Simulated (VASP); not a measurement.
Input of a VASP 6.6.1 run:

File INCAR:

```
SYSTEM = CuO
PREC = Accurate
ENCUT = 520
EDIFF = 1E-7
ISMEAR = -1
SIGMA = 0.05
LREAL = .False.
LASPH = .True.
NELM = 60
ALGO = Normal
ISIF = 2
LWAVE = .False.
LCHARG = .False.
GGA = RP
NBANDS = 25
```

The input KPOINTS:

```
regular mesh
0
Gamma
  10 10 5
  0 0 0
```

File POSCAR:

```
CuO
1.0
    2.3129614193     -1.6902429297      0.0000000000
    2.3129614193      1.6902429297      0.0000000000
   -0.8489194314      0.0000000000      4.9910602940
Cu O
2 2
Direct
    0.0032000000      0.4968000000      0.0000000000
    0.4968000000      0.0032000000      0.5000000000
    0.5714000000      0.4056000000      0.2537000000
    0.4056000000      0.5714000000      0.7537000000
```

Potentials or basis: VASP PAW PBE potentials, release 64 (Cu, O).

Command:

```sh
$ cat potpaw_PBE.64/Cu/POTCAR potpaw_PBE.64/O/POTCAR > POTCAR
$ mpirun -np 1 vasp_std > vasp.out
```

(1) Predict the pressure.

(2) What does it give for the largest force?

(3) What does it give for the band gap on the k mesh?

Answers

(1) 20.7 GPa.

(2) 0.946 eV/Å.

(3) zero (band 17 reaches 6.70 eV, above the bottom of band 18 at 6.10 eV).

Caveat: the PAW data sets were made with another functional, which shifts forces and pressure a little; semilocal functionals often make such compounds metallic where correlation or magnetic order opens a gap, which also shifts bond lengths.
